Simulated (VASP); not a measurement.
# C (P2_1/m) in VASP: notebook, part 2 of 2

VASP 6.6.1.

## 3. Single point, PBE+D3(BJ) (engineering shear strain xy -0.2000, normal strain along z +0.0000)

INCAR

```
  PREC = Accurate
  ENCUT = 520
  EDIFF = 1E-6
  ISMEAR = 0
  SIGMA = 0.15
  LREAL = F
  LASPH = T
  NELM = 80
  ALGO = Normal
  ISIF = 2
  LWAVE = F
  LCHARG = F
  GGA = PE
  IVDW = 12
  NBANDS = 16
```

KPOINTS

```
Automatic mesh
0
Gamma
  18 18 6
```

POSCAR

```
C
1.0
    2.4649495834     -0.2464949583      0.0000000000
   -1.4459456875      2.2579564375      0.0000000000
    0.0000000000      0.0000000000      6.7410272571
C
4
Direct
    0.0000000000      0.0000000000      0.0025000000
    0.0000000000      0.0000000000      0.5025000000
    0.3333333333      0.6666666667      0.0025000000
    0.6666666667      0.3333333333      0.5025000000
```

Potentials or basis: VASP PAW PBE potentials, release 64 (C).

Run with:

```bash
$ cat potpaw_PBE.64/C/POTCAR > POTCAR
$ mpirun -np 1 vasp_std > vasp.out
```

OUTCAR:

```text
PREC = Accurate
   ENCUT = 520
   EDIFF = 1E-6
   ISMEAR = 0
   LREAL = F
   LASPH = T
   NELM = 80
   ISIF = 2
   GGA = PE
   IVDW = 12
 IVDW          = 12

 ion  position               nearest neighbor table
   1  0.000  0.000  0.002-   3 1.30   3 1.43   3 1.55
   2  0.000  0.000  0.502-   4 1.30   4 1.43   4 1.55
   3  0.333  0.667  0.002-   1 1.30   1 1.43   1 1.55
   4  0.667  0.333  0.502-   2 1.30   2 1.43   2 1.55

  LATTYP: Found a simple monoclinic cell.
 ALAT       =     2.2548494899
 B/A-ratio  =     2.9895686108
 C/A-ratio  =     1.0986292804
 COS(beta)  =    -0.3609105083

  Lattice vectors:

 A1 = (   1.0190038959,   2.0114614792,   0.0000000000)
 A2 = (   0.0000000000,   0.0000000000,  -6.7410272571)
 A3 = (  -2.4649495834,   0.2464949583,   0.0000000000)

Analysis of symmetry for initial positions (statically):
=====================================================================
 Subroutine PRICEL returns:
 Original cell was already a primitive cell.

 Routine SETGRP: Setting up the symmetry group for a
 simple monoclinic supercell.

 Subroutine GETGRP returns: Found  4 space group operations
 (whereof  1 operations were pure point group operations)
 out of a pool of  4 trial point group operations.

The static configuration has the point symmetry C_1 .
 The point group associated with its full space group is C_2h.

Analysis of symmetry for dynamics (positions and initial velocities):
=====================================================================
 Subroutine PRICEL returns:
 Original cell was already a primitive cell.

 Routine SETGRP: Setting up the symmetry group for a
 simple monoclinic supercell.

 Subroutine GETGRP returns: Found  4 space group operations
 (whereof  1 operations were pure point group operations)
 out of a pool of  4 trial point group operations.

The dynamic configuration has the point symmetry C_1 .
 The point group associated with its full space group is C_2h.

 Subroutine INISYM returns: Found  4 space group operations
 (whereof  1 operations are pure point group operations),
 and found     1 'primitive' translations

----------------------------------------------------------------------------------------

                                     Primitive cell

  volume of cell :      35.1162

  direct lattice vectors                    reciprocal lattice vectors
     2.464949583 -0.246494958  0.000000000     0.433444654  0.277568432  0.000000000
    -1.445945688  2.257956437  0.000000000     0.047317973  0.473179731  0.000000000
     0.000000000  0.000000000  6.741027257     0.000000000  0.000000000  0.148345343

  length of vectors
     2.477243673  2.681254595  6.741027257     0.514702344  0.475539744  0.148345343

  position of ions in fractional coordinates (direct lattice)
     0.000000000  0.000000000  0.002500000
     0.000000000  0.000000000  0.502500000
     0.333333333  0.666666667  0.002500000
     0.666666667  0.333333333  0.502500000

  ion indices of the primitive-cell ions
   primitive index   ion index
                 1           1
                 2           2
[... 26 lines left out ...]

 Found    656 irreducible k-points:

 Following reciprocal coordinates:
            Coordinates               Weight
  0.000000  0.000000  0.000000      1.000000
  0.055556  0.000000  0.000000      2.000000
  0.111111  0.000000  0.000000      2.000000
  0.166667  0.000000  0.000000      2.000000
  0.222222  0.000000  0.000000      2.000000
  0.277778  0.000000  0.000000      2.000000
[... 16 lines left out ...]
 -0.333333  0.055556  0.000000      2.000000
 -0.277778  0.055556  0.000000      2.000000
 [... further k-points ...]
   k-points           NKPTS =    656   k-points in BZ     NKDIM =    656   number of bands    NBANDS=     16
   number of dos      NEDOS =    301   number of ions     NIONS =      4
   total plane-waves  NPLWV =  18000
   dimension x,y,z NGX =    18 NGY =   20 NGZ =   50
   dimension x,y,z NGXF=    36 NGYF=   40 NGZF=  100
   ions per type =               4
   NGX,Y,Z   is equivalent  to a cutoff of  12.08, 12.40, 12.33 a.u.
   NGXF,Y,Z  is equivalent  to a cutoff of  24.16, 24.80, 24.66 a.u.
 SYSTEM =  unknown system
   PREC   = accura    normal or accurate (medium, high low for compatibility)
   ISTART =      0    job   : 0-new  1-cont  2-samecut
   ICHARG =      2    charge: 1-file 2-atom 10-const
   ISPIN  =      1    spin polarized calculation?
   LNONCOLLINEAR =      F non collinear calculations
   LSORBIT =      F    spin-orbit coupling
   LASPH  =      T    aspherical Exc in radial PAW
   ENCUT  =  520.0 eV  38.22 Ry    6.18 a.u.   4.61  4.99 12.53*2*pi/ulx,y,z
   NELM   =     80;   NELMIN=  2; NELMDL= -5     # of ELM steps
   EDIFF  = 0.1E-05   stopping-criterion for ELM
   LREAL  =      F    real-space projection
   EDIFFG = 0.1E-04   stopping-criterion for IOM
   NSW    =      0    number of steps for IOM
   IBRION =     -1    ionic relax: 0-MD 1-quasi-New 2-CG
   NFREE  =      0    steps in history (QN), initial steepest desc. (CG)
   ISIF   =      2    stress and relaxation
   ISYM   =      2    0-nonsym 1-usesym 2-fastsym
   POTIM  = 0.5000    time-step for ionic-motion
   TEBEG  =    0.0;   TEEND  =   0.0 temperature during run
   PSTRESS=    0.0 pullay stress
   NELECT =      16.0000    total number of electrons
   NUPDOWN=      -1.0000    fix difference up-down
   EMIN   =  10.00;   EMAX   =-10.00  energy-range for DOS
   EFERMI =   0.00;   METHOD = LEGACY
   ISMEAR =     0;   SIGMA  =   0.15  broadening in eV -4-tet -1-fermi 0-gaus
   EFERMI_NEDOS =   21; number of points for ismear=-14 and -15
   IALGO  =     38    algorithm
   IMIX   =      4    mixing-type and parameters
     AMIX     =   0.40;   BMIX     =  1.00
     AMIX_MAG =   1.60;   BMIX_MAG =  1.00
  volume/ion in A,a.u.               =       8.78        59.24
  Fermi-wavevector in a.u.,A,eV,Ry     =   1.259734  2.380552 21.591488  1.586930
  Thomas-Fermi vector in A             =   2.393279
   LORBIT       =      0    0 simple, 1 ext, 2 COOP (PROOUT), +10 PAW based schemes
   GGA     = PE    functional components
   LHFCALC =     F    Hartree Fock is set to
   AEXX    =    0.0000 exact exchange contribution
   IVDW    =    12    specifies the selected vdW correction
   LEPSILON=     F    determine dielectric tensor
   LRPA    =     F    only Hartree local field effects (RPA)
 non-spin polarized calculation
 Gauss-broadening in eV      SIGMA  =   0.15
  energy-cutoff  :      520.00
  volume of cell :       35.12
 maximum number of plane-waves:       963
   NGX =  9   NGY =  9   NGZ = 25

 number of electron      16.0000000 magnetization

 Free energy of the ion-electron system (eV)
  ---------------------------------------------------
  ext. energy  EPLUGINS =         0.00000000
  ---------------------------------------------------
  free energy    TOTEN  =       -34.80114842 eV

  energy without entropy =      -34.80093157  energy(sigma->0) =      -34.80103999

 E-fermi :   5.0161     XC(G=0): -10.3190

 val. band max:        4.8807595427   @ k =   0.3889   0.2222   0.0000
 cond. band min:       5.1708152951   @ k =   0.3889   0.2222   0.0000
 fundamental gap:      0.2900557525
 Fermi energy:         5.0161088126

 k-point     1 :       0.0000    0.0000    0.0000
  band No.  band energies     occupation
      1     -15.1076      2.00000
      2     -14.8256      2.00000
      3      -3.8873      2.00000
      4      -1.9907      2.00000
      5       1.0735      2.00000
      6       1.0893      2.00000
[... 433 lines left out ...]
      3      -2.0808      2.00000
      4      -2.0252      2.00000
      5      -1.7383      2.00000
      6      -1.1784      2.00000
[... 8 lines left out ...]
     15      17.8774      0.00000
     16      17.9919      0.00000

 [... further k-points ...]

------------------------ aborting loop because EDIFF is reached ----------------------------------------

 Edisp (eV)   -0.58474

 E8    (eV) :    -0.1657

  FORCE on cell =-STRESS in cart. coord.  units (eV):
  Direction    XX          YY          ZZ          XY          YZ          ZX
  --------------------------------------------------------------------------------------
  -------------------------------------------------------------------------------------
  Total       5.52744     5.46157     0.01631    20.58350     0.00000     0.00000
  in kB     252.18949   249.18393     0.74423   939.12147     0.00000     0.00000
  external pressure =      167.37 kB  Pullay stress =        0.00 kB

 VOLUME and BASIS-vectors are now :
 -----------------------------------------------------------------------------
  energy-cutoff  :      520.00
  volume of cell :       35.12
      direct lattice vectors                 reciprocal lattice vectors
     2.464949583 -0.246494958  0.000000000     0.433444654  0.277568432  0.000000000
    -1.445945688  2.257956437  0.000000000     0.047317973  0.473179731  0.000000000
     0.000000000  0.000000000  6.741027257     0.000000000  0.000000000  0.148345343

 POSITION                                       TOTAL-FORCE (eV/Angst)
 -----------------------------------------------------------------------------------
      0.00000      0.00000      0.01685         2.622958      1.183290      0.000000
      0.00000      0.00000      3.38737        -2.622958     -1.183290      0.000000
     -0.14231      1.42314      0.01685        -2.642766     -1.187887      0.000000
      1.16132      0.58832      3.38737         2.642766      1.187887      0.000000
 -----------------------------------------------------------------------------------
    total drift:                               -0.000000      0.000000     -0.000009

  FREE ENERGIE OF THE ION-ELECTRON SYSTEM (eV)
  ---------------------------------------------------
  free  energy   TOTEN  =       -35.3858867354 eV

  energy  without entropy=      -35.3856698846  energy(sigma->0) =      -35.38577831
```

stdout:

```text
POSCAR found type information on POSCAR C
 POSCAR found :  1 types and       4 ions
 scaLAPACK will be used
 LDA part: xc-table for (Slater+PW92), standard interpolation
 POSCAR, INCAR and KPOINTS ok, starting setup
 FFT: planning ... GRIDC
 FFT: planning ... GRID_SOFT
 FFT: planning ... GRID
 WAVECAR not read
 entering main loop
```

Wall time 3.2 min (1 thread of AMD EPYC 9R45 (Zen 5), shared host); peak memory 0.33 GiB.

Results:

```yaml
Free_energy: -35.3859 eV
Pressure: 16.7 GPa
Largest_force: 2.897 eV/Å
Dispersion_energy_per_atom: -0.146 eV
```

Forces in eV/Å, atoms in the order of the input:
```
C    2.623  1.183  0.000
C   -2.623 -1.183  0.000
C   -2.643 -1.188  0.000
C    2.643  1.188  0.000
```

Caveat: the cell differs from its parent crystal (engineering shear strain xy -0.2000, normal strain along z +0.0000); the cell stands under pressure; forces of over 1 eV/Å act on the atoms, so gaps and moduli don't describe the material at rest.
